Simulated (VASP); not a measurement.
The system is Mg5TlO4.

```
Mg Tl O
1.0
     3.30537    0.00000    0.00000
     0.00000    3.30537    0.00000
     0.00000    0.00000   16.59016
Mg Tl O
5 1 4
Direct
  0.50000 0.50000 0.10162
  0.50000 0.50000 0.30024
  0.50000 0.50000 0.50000
  0.50000 0.50000 0.69976
  0.50000 0.50000 0.89838
  0.00000 0.00000 0.00000
  0.00000 0.00000 0.19996
  0.00000 0.00000 0.40035
  0.00000 0.00000 0.59965
  0.00000 0.00000 0.80004
```

The cell was generated, and may not be a known phase.

```yaml
Program: VASP 6.6.1
Task: relaxation of cell and atoms
Functional: PBE
Potentials_or_basis: VASP PAW PBE potentials, release 64 (Mg, Tl_d, O)
Cutoff: 600 eV
k_mesh: 6 × 6 × 1
Occupations: gaussian, width 0.1 eV
Spin: no spin polarisation
```

At the start: pressure -14.9 GPa; volume 18.13 Å³/atom.

Q: Where does the relaxation end?

A: Over 28 steps the energy falls by 766.5 meV/atom and the volume is 12.31 Å³/atom (-32.1 %); space group P4/mmm (No. 123, to 0.1 Å) before and after.

The path:
```
step  energy change (eV)  largest force (eV/Å)  pressure (GPa)  volume (Å³)
   1              0.0000                2.9148          -14.91       181.25
   2             -3.9255                3.4014           -7.12       140.51
   3             -4.6659                3.5790            5.82       120.59
   4             -5.9882                1.9715            9.00       115.56
   5             -6.0667                2.3452           11.89       113.31
   6             -7.1299                1.0516           -2.04       127.60
   7             -7.1504                0.9138           -3.58       130.02
   8             -7.3449                0.2874           -0.88       126.54
   9             -7.3532                0.3544           -0.11       125.67
  10             -7.3918                0.2742            0.90       124.65
  11             -7.4087                0.3766            2.66       122.96
  12             -7.4268                0.3922            2.30       123.39
  13             -7.4668                0.4069            1.48       124.70
  14             -7.4773                0.4866            0.09       127.33
  15             -7.4861                0.4271            0.70       126.19
  16             -7.5132                0.3676           -0.13       126.92
  17             -7.5215                0.3196           -0.87       127.62
  18             -7.5356                0.3107           -0.77       127.08
  19             -7.5754                0.3415           -0.46       125.47
  20             -7.6134                0.6353            0.86       122.28
  21             -7.6155                0.5842            0.35       123.15
  22             -7.6276                0.5180            0.46       122.86
  23             -7.6475                0.3396            0.82       122.02
  24             -7.6491                0.3114            0.94       121.72
  25             -7.6570                0.2325            0.52       122.21
  26             -7.6643                0.0697           -0.32       123.27
  27             -7.6643                0.0619           -0.37       123.33
  28             -7.6650                0.0363           -0.19       123.11
```

Final structure:
```
CELL_PARAMETERS angstrom
2.79068 0.00000 0.00000
0.00000 2.79068 0.00000
0.00000 0.00000 15.80760
ATOMIC_POSITIONS crystal
Mg 0.50000 0.50000 0.16247
Mg 0.50000 0.50000 0.33111
Mg 0.50000 0.50000 0.50000
Mg 0.50000 0.50000 0.66889
Mg 0.50000 0.50000 0.83753
Tl 0.00000 0.00000 0.00000
O 0.00000 0.00000 0.24005
O 0.00000 0.00000 0.41320
O 0.00000 0.00000 0.58680
O 0.00000 0.00000 0.75995
```

Caveat: the k points lie up to 0.40 Å⁻¹ apart in the final cell, too coarse for converged energies and pressures of a metal; the volume moved by over 15 % at a fixed basis, so the end points are rough; an odd number of electrons without spin polarisation forces a metal; a magnetic or distorted state may lie lower.
